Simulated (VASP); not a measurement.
# TaN (Fm-3m) in VASP: a series of runs

Runs on TaN. Level: PBEsol. Tasks: single point.

Everything below comes from runs of VASP 6.6.1. Logs are shortened: lines on timing, memory, paths and dates and some standing lists are left out, and cuts for length are marked.

### 1 The cell of the first run

The structure is cubic, space group Fm-3m (No. 225). The conventional cell has a = 4.372 Å, b = 4.372 Å, c = 4.372 Å, α = 90.00°, β = 90.00°, γ = 90.00°. Within 2.9 Å of Ta (site symmetry m-3m) lie 6 N at 2.19 Å. N (site symmetry m-3m) has 6 Ta at 2.19 Å within 2.9 Å.

### 2 Single point, PBEsol

The input, INCAR:

```
ALGO = Normal ; EDIFF = 1E-6
ENCUT = 700 ; GGA = PS
GGA_COMPAT = False ; ISIF = 2
ISMEAR = 0 ; LASPH = True
LCHARG = False ; LREAL = False
LWAVE = False ; NBANDS = 16
NELM = 120 ; PREC = Accurate
SIGMA = 0.1
```

The input, KPOINTS:

```
k-points
0
Gamma
  16 16 16
```

The input, POSCAR:

```
TaN
1.0
    0.0000000000      2.1858308799      2.1858308799
    2.1858308799      0.0000000000      2.1858308799
    2.1858308799      2.1858308799      0.0000000000
Ta N
1 1
Direct
    0.5000000000      0.5000000000      0.5000000000
    0.0000000000      0.0000000000      0.0000000000
```

Potentials or basis: VASP PAW PBE potentials, release 64 (Ta_sv_GW, N).

The run is started by

```sh
cat potpaw_PBE.64/Ta_sv_GW/POTCAR potpaw_PBE.64/N/POTCAR > POTCAR
mpirun -np 1 vasp_std > vasp.out
```

OUTCAR:

```text
EDIFF = 1E-6
   ENCUT = 700
   GGA = PS
   ISIF = 2
   ISMEAR = 0
   LASPH = True
   LREAL = False
   NELM = 120
   PREC = Accurate

 ion  position               nearest neighbor table
   1  0.500  0.500  0.500-   2 2.19   2 2.19   2 2.19   2 2.19   2 2.19   2 2.19
   2  0.000  0.000  0.000-   1 2.19   1 2.19   1 2.19   1 2.19   1 2.19   1 2.19

  LATTYP: Found a face centered cubic cell.
 ALAT       =     4.3716617598

  Lattice vectors:

 A1 = (   0.0000000000,   2.1858308799,   2.1858308799)
 A2 = (   2.1858308799,   0.0000000000,   2.1858308799)
 A3 = (   2.1858308799,   2.1858308799,   0.0000000000)

Analysis of symmetry for initial positions (statically):
=====================================================================
 Subroutine PRICEL returns:
 Original cell was already a primitive cell.

 Routine SETGRP: Setting up the symmetry group for a
 face centered cubic supercell.

 Subroutine GETGRP returns: Found 48 space group operations
 (whereof 48 operations were pure point group operations)
 out of a pool of 48 trial point group operations.

The static configuration has the point symmetry O_h .

Analysis of symmetry for dynamics (positions and initial velocities):
=====================================================================
 Subroutine PRICEL returns:
 Original cell was already a primitive cell.

 Routine SETGRP: Setting up the symmetry group for a
 face centered cubic supercell.

 Subroutine GETGRP returns: Found 48 space group operations
 (whereof 48 operations were pure point group operations)
 out of a pool of 48 trial point group operations.

The dynamic configuration has the point symmetry O_h .

 Subroutine INISYM returns: Found 48 space group operations
 (whereof 48 operations are pure point group operations),
 and found     1 'primitive' translations

----------------------------------------------------------------------------------------

                                     Primitive cell

  volume of cell :      20.8872

  direct lattice vectors                    reciprocal lattice vectors
     0.000000000  2.185830880  2.185830880    -0.228745968  0.228745968  0.228745968
     2.185830880  0.000000000  2.185830880     0.228745968 -0.228745968  0.228745968
     2.185830880  2.185830880  0.000000000     0.228745968  0.228745968 -0.228745968

  length of vectors
     3.091231675  3.091231675  3.091231675     0.396199638  0.396199638  0.396199638

  position of ions in fractional coordinates (direct lattice)
     0.500000000  0.500000000  0.500000000
     0.000000000  0.000000000  0.000000000

  ion indices of the primitive-cell ions
   primitive index   ion index
                 1           1
                 2           2

----------------------------------------------------------------------------------------

 KPOINTS: k-points

Automatic generation of k-mesh.
 Grid dimensions read from file:
 generate k-points for:   16   16   16

 Generating k-lattice:

  Cartesian coordinates                     Fractional coordinates (reciprocal lattice)
    -0.014296623  0.014296623  0.014296623     0.062500000  0.000000000  0.000000000
     0.014296623 -0.014296623  0.014296623     0.000000000  0.062500000  0.000000000
     0.014296623  0.014296623 -0.014296623     0.000000000  0.000000000  0.062500000

  Length of vectors
     0.024762477  0.024762477  0.024762477

  Shift w.r.t. Gamma in fractional coordinates (k-lattice)
     0.000000000  0.000000000  0.000000000

 Subroutine IBZKPT returns following result:
 ===========================================

 Found    145 irreducible k-points:

 Following reciprocal coordinates:
            Coordinates               Weight
  0.000000  0.000000  0.000000      1.000000
  0.062500  0.000000  0.000000      8.000000
  0.125000  0.000000  0.000000      8.000000
  0.187500  0.000000  0.000000      8.000000
  0.250000  0.000000  0.000000      8.000000
  0.312500  0.000000  0.000000      8.000000
[... 16 lines left out ...]
 -0.125000  0.062500  0.000000     24.000000
 -0.062500  0.062500  0.000000     12.000000
 [... further k-points ...]
   k-points           NKPTS =    145   k-points in BZ     NKDIM =    145   number of bands    NBANDS=     16
   number of dos      NEDOS =    301   number of ions     NIONS =      2
   total plane-waves  NPLWV =  21952
   dimension x,y,z NGX =    28 NGY =   28 NGZ =   28
   dimension x,y,z NGXF=    56 NGYF=   56 NGZF=   56
   ions per type =               1   1
   NGX,Y,Z   is equivalent  to a cutoff of  15.06, 15.06, 15.06 a.u.
   NGXF,Y,Z  is equivalent  to a cutoff of  30.12, 30.12, 30.12 a.u.
 SYSTEM =  unknown system
   PREC   = accura    normal or accurate (medium, high low for compatibility)
   ISTART =      0    job   : 0-new  1-cont  2-samecut
   ICHARG =      2    charge: 1-file 2-atom 10-const
   ISPIN  =      1    spin polarized calculation?
   LNONCOLLINEAR =      F non collinear calculations
   LSORBIT =      F    spin-orbit coupling
   LASPH  =      T    aspherical Exc in radial PAW
   ENCUT  =  700.0 eV  51.45 Ry    7.17 a.u.   6.67  6.67  6.67*2*pi/ulx,y,z
   NELM   =    120;   NELMIN=  2; NELMDL= -5     # of ELM steps
   EDIFF  = 0.1E-05   stopping-criterion for ELM
   LREAL  =      F    real-space projection
   EDIFFG = 0.1E-04   stopping-criterion for IOM
   NSW    =      0    number of steps for IOM
   IBRION =     -1    ionic relax: 0-MD 1-quasi-New 2-CG
   NFREE  =      0    steps in history (QN), initial steepest desc. (CG)
   ISIF   =      2    stress and relaxation
   ISYM   =      2    0-nonsym 1-usesym 2-fastsym
   POTIM  = 0.5000    time-step for ionic-motion
   TEBEG  =    0.0;   TEEND  =   0.0 temperature during run
   PSTRESS=    0.0 pullay stress
   NELECT =      18.0000    total number of electrons
   NUPDOWN=      -1.0000    fix difference up-down
   EMIN   =  10.00;   EMAX   =-10.00  energy-range for DOS
   EFERMI =   0.00;   METHOD = LEGACY
   ISMEAR =     0;   SIGMA  =   0.10  broadening in eV -4-tet -1-fermi 0-gaus
   EFERMI_NEDOS =   21; number of points for ismear=-14 and -15
   IALGO  =     38    algorithm
   IMIX   =      4    mixing-type and parameters
     AMIX     =   0.40;   BMIX     =  1.00
     AMIX_MAG =   1.60;   BMIX_MAG =  1.00
  volume/ion in A,a.u.               =      10.44        70.48
  Fermi-wavevector in a.u.,A,eV,Ry     =   1.557898  2.944001 33.021982  2.427047
  Thomas-Fermi vector in A             =   2.661481
   LORBIT       =      0    0 simple, 1 ext, 2 COOP (PROOUT), +10 PAW based schemes
   GGA     = PS    functional components
   LHFCALC =     F    Hartree Fock is set to
   AEXX    =    0.0000 exact exchange contribution
   IVDW    =     0    specifies the selected vdW correction
   LEPSILON=     F    determine dielectric tensor
   LRPA    =     F    only Hartree local field effects (RPA)
 non-spin polarized calculation
 Gauss-broadening in eV      SIGMA  =   0.10
  energy-cutoff  :      700.00
  volume of cell :       20.89
 maximum number of plane-waves:       901
   NGX = 13   NGY = 13   NGZ = 13

 number of electron      18.0000000 magnetization

 Free energy of the ion-electron system (eV)
  ---------------------------------------------------
  ext. energy  EPLUGINS =         0.00000000
  ---------------------------------------------------
  free energy    TOTEN  =       -25.76123031 eV

  energy without entropy =      -25.75561802  energy(sigma->0) =      -25.75842416

 E-fermi :  13.9098     XC(G=0): -14.0634

 val. band max:       13.8991221454   @ k =  -0.2500   0.3750   0.1250
 cond. band min:      13.9144947025   @ k =  -0.3125   0.3125   0.1250
 fundamental gap:      0.0153725570
 Fermi energy:        13.9097742163

 k-point     1 :       0.0000    0.0000    0.0000
  band No.  band energies     occupation
      1     -55.5521      2.00000
      2     -21.7283      2.00000
      3     -21.7283      2.00000
      4     -21.7283      2.00000
      5      -5.0169      2.00000
      6      10.0732      2.00000
[... 8 lines left out ...]
     15      23.0570      0.00000
     16      38.4084      0.00000

 k-point     2 :       0.0625    0.0000    0.0000
  band No.  band energies     occupation
      1     -55.5497      2.00000
      2     -21.7663      2.00000
      3     -21.7317      2.00000
      4     -21.7317      2.00000
      5      -4.9179      2.00000
      6       9.5501      2.00000
[... 8 lines left out ...]
     15      23.3566      0.00000
     16      36.8146      0.00000

 k-point     3 :       0.1250    0.0000    0.0000
  band No.  band energies     occupation
      1     -55.5431      2.00000
      2     -21.8732      2.00000
      3     -21.7413      2.00000
      4     -21.7413      2.00000
      5      -4.6316      2.00000
      6       8.4966      2.00000
[... 8 lines left out ...]
     15      24.1896      0.00000
     16      34.5240      0.00000

 k-point     4 :       0.1875    0.0000    0.0000
  band No.  band energies     occupation
      1     -55.5331      2.00000
      2     -22.0294      2.00000
      3     -21.7558      2.00000
      4     -21.7558      2.00000
      5      -4.1889      2.00000
      6       7.3206      2.00000
[... 8 lines left out ...]
     15      25.3317      0.00000
     16      32.4600      0.00000
[... 324 lines left out ...]
 k-point    22 :      -0.1875    0.0625    0.0000
  band No.  band energies     occupation
      1     -55.5276      2.00000
      2     -22.0942      2.00000
      3     -21.7971      2.00000
      4     -21.7492      2.00000
      5      -3.9571      2.00000
      6       6.7562      2.00000
[... 8 lines left out ...]
     15      25.8894      0.00000
     16      30.9103      0.00000

 k-point    23 :      -0.1250    0.0625    0.0000
  band No.  band energies     occupation
      1     -55.5382      2.00000
      2     -21.9353      2.00000
      3     -21.7751      2.00000
      4     -21.7367      2.00000
      5      -4.4261      2.00000
      6       7.8331      2.00000
[... 8 lines left out ...]
     15      24.7771      0.00000
     16      32.9601      0.00000

 k-point    24 :      -0.0625    0.0625    0.0000
  band No.  band energies     occupation
      1     -55.5460      2.00000
      2     -21.8189      2.00000
      3     -21.7521      2.00000
      4     -21.7305      2.00000
      5      -4.7584      2.00000
      6       8.8409      2.00000
[... 8 lines left out ...]
     15      23.8332      0.00000
     16      35.2355      0.00000

 [... further k-points ...]

------------------------ aborting loop because EDIFF is reached ----------------------------------------

  FORCE on cell =-STRESS in cart. coord.  units (eV):
  Direction    XX          YY          ZZ          XY          YZ          ZX
  --------------------------------------------------------------------------------------
  -------------------------------------------------------------------------------------
  Total        0.1349552      0.1349552      0.1349552      0.0000000      0.0000000      0.0000000
  in kB       10.3519120     10.3519120     10.3519120      0.0000000      0.0000000      0.0000000
  external PRESSURE =      10.3519120 kB  Pullay stress =       0.0000000 kB

 VOLUME and BASIS-vectors are now :
 -----------------------------------------------------------------------------
  energy-cutoff  :      700.00
  volume of cell :       20.89
      direct lattice vectors                 reciprocal lattice vectors
     0.000000000  2.185830880  2.185830880    -0.228745968  0.228745968  0.228745968
     2.185830880  0.000000000  2.185830880     0.228745968 -0.228745968  0.228745968
     2.185830880  2.185830880  0.000000000     0.228745968  0.228745968 -0.228745968

 POSITION                                       TOTAL-FORCE (eV/Angst)
 -----------------------------------------------------------------------------------
      2.18583      2.18583      2.18583         0.000000     -0.000000      0.000000
      0.00000      0.00000      0.00000        -0.000000      0.000000     -0.000000
 -----------------------------------------------------------------------------------
    total drift:                                0.000000      0.000000      0.000000

  FREE ENERGIE OF THE ION-ELECTRON SYSTEM (eV)
  ---------------------------------------------------
  free  energy   TOTEN  =       -25.7612303053 eV

  energy  without entropy=      -25.7556180174  energy(sigma->0) =      -25.75842416
```

It took 86 s on 1 thread of Intel Xeon Platinum 8375C at 2.90GHz (Ice Lake), shared host; peak memory 0.23 GiB.

What came out:

| Quantity | Value |
| --- | --- |
| Free energy | -25.7612 eV |
| Pressure | 1.0 GPa |
| Band gap on the k mesh | zero (bands 9 and 10 overlap by 4.14 eV) |

Caveat: the PAW data sets were made with another functional, which shifts forces and pressure a little; spin-orbit coupling is left out, which moves the levels of the heavy elements.

### 3 Single point, PBEsol

This run uses another cell than the first one, of 10.50 Å³/atom.

The input, INCAR:

```
PREC = Accurate
ENCUT = 700
EDIFF = 1E-6
ISMEAR = 0
SIGMA = 0.1
LREAL = F
LASPH = T
NELM = 120
ALGO = Normal
ISIF = 2
LWAVE = F
LCHARG = F
GGA = PS
NBANDS = 16
GGA_COMPAT = F
```

The input, KPOINTS:

```
Automatic mesh
0
Gamma
  16 16 16
```

The input, POSCAR:

```
TaN
1.0
    0.0000000000      2.1900744533      2.1900744533
    2.1900744533      0.0000000000      2.1900744533
    2.1900744533      2.1900744533      0.0000000000
Ta N
1 1
Direct
    0.5000000000      0.5000000000      0.5000000000
    0.0000000000      0.0000000000      0.0000000000
```

Potentials or basis: VASP PAW PBE potentials, release 64 (Ta_sv_GW, N).

The run is started by

```sh
cat potpaw_PBE.64/Ta_sv_GW/POTCAR potpaw_PBE.64/N/POTCAR > POTCAR
mpirun -np 1 vasp_std > vasp.out
```

Wall time 42 s (1 thread of AMD EPYC 9R45 (Zen 5), shared host); peak memory 0.2 GiB.

It converged, with:

* Free energy: -25.7615 eV
* Pressure: -1.1 GPa
* Band gap on the k mesh: zero (bands 9 and 10 overlap by 4.11 eV)

Levels at points of the mesh, in eV from the Fermi level:
```csv
k point,band 5,band 6,band 7,band 8,band 9,band 10,band 11,band 12,band 13,band 14
"(0.00, 0.00, 0.00)",-18.88,-3.82,-3.82,-3.82,-2.14,-2.14,-2.14,0.05,0.05,1.64
"(0.50, 0.00, 0.00)",-15.74,-10.48,-7.66,-7.66,1.96,1.96,2.06,3.82,7.70,7.70
"(0.50, 0.50, 0.00)",-17.61,-6.64,-5.56,-4.63,-4.63,2.15,3.66,3.66,4.70,6.88
```

Caveat: the PAW data sets were made with another functional, which shifts forces and pressure a little; spin-orbit coupling is left out, which moves the levels of the heavy elements.

### 4 Single point, PBEsol

This run uses another cell than the first one: it holds 12 atoms, not 2.

The input, INCAR:

```
SYSTEM = TaN
PREC     = Accurate       ! precision mode
ENCUT    = 520            ! plane-wave cutoff, eV
EDIFF    = 1E-6           ! SCF threshold, eV
ISMEAR   = 0              ! smearing method
SIGMA    = 0.15           ! smearing width, eV
LREAL    = .FALSE.        ! projectors in reciprocal space
LASPH    = .TRUE.         ! aspherical terms in the spheres
NELM     = 100            ! most SCF steps
ALGO     = Fast           ! electronic algorithm
ISIF     = 2              ! what is computed and relaxed
LWAVE    = .FALSE.        ! write WAVECAR
LCHARG   = .FALSE.        ! write CHGCAR
GGA      = PS             ! functional
NBANDS   = 60             ! bands
```

The input, KPOINTS:

```
Automatic mesh
0
G
  22 22 4
  0 0 0
```

The input, POSCAR:

```
TaN
1.0
    2.1878447038     -2.1878447038      0.0000000000
    2.1878447038      0.0000000000     -2.1878447038
    8.7513788153      8.7513788153      8.7513788153
Ta N
6 6
Direct
    0.6666666667      0.6666666667      0.4166666667
    0.0000000000      0.0000000000      0.2500000000
    0.3333333333      0.3333333333      0.5833333333
    0.6666666667      0.6666666667      0.9166666667
    1.0000000000      1.0000000000      0.7500000000
    0.3333333333      0.3333333333      0.0833333333
    1.0000000000      0.0000000000      0.5000000000
    0.3333333333      0.3333333333      0.3333333333
    0.6666666667      0.6666666667      0.6666666667
    1.0000000000      1.0000000000      0.0000000000
    0.3333333333      0.3333333333      0.8333333333
    0.6666666667      0.6666666667      0.1666666667
```

Potentials or basis: VASP PAW PBE potentials, release 64 (Ta_pv, N).

The run is started by

```sh
cat potpaw_PBE.64/Ta_pv/POTCAR potpaw_PBE.64/N/POTCAR > POTCAR
mpirun -np 1 vasp_std > vasp.out
```

Wall time 74 min (1 thread of Oxide Virtual Turin-like, shared host); peak memory 0.97 GiB.

It converged, with:

- Free energy: -139.3040 eV
- Pressure: 1.0 GPa
- Band gap on the k mesh: zero (bands 48 and 49 overlap by 3.24 eV)

Levels at points of the mesh, in eV from the Fermi level:
```csv
k point,band 46,band 47,band 48,band 49,band 50,band 51
"(0.00, 0.00, 0.00)",-1.34,-1.34,-1.28,-1.28,-1.28,-1.28
"(0.50, 0.00, 0.00)",-0.58,-0.58,1.97,1.97,2.07,2.15
"(0.00, 0.00, 0.50)",-1.89,-1.80,-1.80,-0.78,-0.78,-0.40
"(0.50, 0.00, 0.50)",-2.09,1.00,1.00,2.05,2.05,2.10
```

Caveat: the PAW data sets were made with another functional, which shifts forces and pressure a little; spin-orbit coupling is left out, which moves the levels of the heavy elements.

### 5 The runs side by side

```csv
potentials or basis,cell,k mesh,cutoff (eV),smearing,gap on the mesh (eV),pressure (GPa)
"VASP PAW PBE potentials, release 64 (Ta_sv_GW, N)","a = 3.091 Å, angles 60.0°, 2 atoms, atomic positions A",16 × 16 × 16,700,gaussian 0.1 eV,none,1.0
"VASP PAW PBE potentials, release 64 (Ta_sv_GW, N)","a = 3.097 Å, angles 60.0°, 2 atoms, atomic positions A",16 × 16 × 16,700,gaussian 0.1 eV,none,-1.1
"VASP PAW PBE potentials, release 64 (Ta_pv, N)","a = 3.094, b = 3.094, c = 15.158 Å, angles 90.0, 90.0, 60.0°, 12 atoms, atomic positions B",22 × 22 × 4,520,gaussian 0.15 eV,none,1.0
```

Alike in all rows: task single point; level PBEsol; no spin polarisation.

Caveats: the PAW data sets were made with another functional, which shifts forces and pressure a little; spin-orbit coupling is left out, which moves the levels of the heavy elements.

Absolute energies hang on the potentials; compare differences alone.
